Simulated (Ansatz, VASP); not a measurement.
AlN in VASP and in Ansatz

```
Al N
1.0
     3.80700    0.00000    0.00000
     0.00000    3.80700    0.00000
     0.00000    0.00000    4.59385
Al N
2 2
Direct
  0.00000 0.50000 0.00041
  0.50000 0.00000 0.99959
  0.00000 0.00000 0.00000
  0.50000 0.50000 0.00000
```

Change from the starting cell: species swapped into the SnO type (P4/nmm, No. 129).

Alike in both runs: functional PBE; k mesh 4 × 4 × 3; occupations gaussian, width 0.15 eV; no spin polarisation.

Ansatz relaxed the structure, and its values are those at the end. VASP's run is a single point on that final structure, the one shown.

|  | VASP | Ansatz |
| --- | --- | --- |
| version | VASP 6.6.1 | Ansatz 0.2.0 |
| potentials or method | VASP PAW PBE potentials, release 64 (Al, N), cutoff 600 eV | scalar-relativistic, plane waves, PAW |
| valence electrons in the cell | 16 | 16 |

```tsv
	VASP	Ansatz	Ansatz less VASP
gap on the k mesh at the Fermi level (eV)	0.78	0.78	+0.001
least direct gap on the mesh (eV)	0.78	0.78	+0.001
pressure (GPa)	-0.1	0.1	+0.17
```

With one functional, cell and mesh, what is left measures potentials, basis and numerics.

The k mesh is coarse, so the values compare programs but aren't converged.
